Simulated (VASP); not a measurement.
Set up this calculation in VASP 6.6.1, as the native input.

```yaml
Task: single point
Functional: PBE
Potentials_or_basis: VASP PAW PBE potentials, release 64 (Na_pv, I)
Cutoff: 520 eV
k_mesh: 4 × 4 × 4
Occupations: gaussian, width 0.01 eV
Spin: no spin polarisation
Dipole_correction: no
Further_INCAR_settings: ALGO = Normal; EDIFF = 1e-06; NBANDS = 14
```

The structure of NaI lies in POSCAR:

```
NaI
1.0
    4.0405366074      0.0000000000      0.0000000000
    0.0000000000      4.0405366074      0.0000000000
    0.0000000000      0.0000000000      4.0405366074
Na I
1 1
Direct
    0.0000000000      0.0000000000      0.0000000000
    0.5000000000      0.5000000000      0.5000000000
```

One way to write it, as run:

INCAR

```
PREC = Accurate
ENCUT = 520
EDIFF = 1E-6
ISMEAR = 0
SIGMA = 0.01
LREAL = F
LASPH = T
NELM = 60
ALGO = Normal
ISIF = 2
LWAVE = F
LCHARG = F
GGA = PE
NBANDS = 14
```

KPOINTS

```
Automatic mesh
0
Gamma
  4 4 4
```

Potentials or basis: VASP PAW PBE potentials, release 64 (Na_pv, I).

The run is started by

```sh
$ cat potpaw_PBE.64/Na_pv/POTCAR potpaw_PBE.64/I/POTCAR > POTCAR
$ mpirun -np 1 vasp_std > vasp.out
```

It gave:

```yaml
Pressure: 0.5 GPa
Band_gap_on_the_k_mesh: 2.29 eV, indirect (least direct gap 2.78 eV)
```

Caveat: spin-orbit coupling is left out, which moves the levels of the heavy elements.

It took 6.6 s on 1 thread of Intel(R) Xeon(R) 6975P-C (Granite Rapids), with other jobs on the host, peak memory 0.16 GiB.
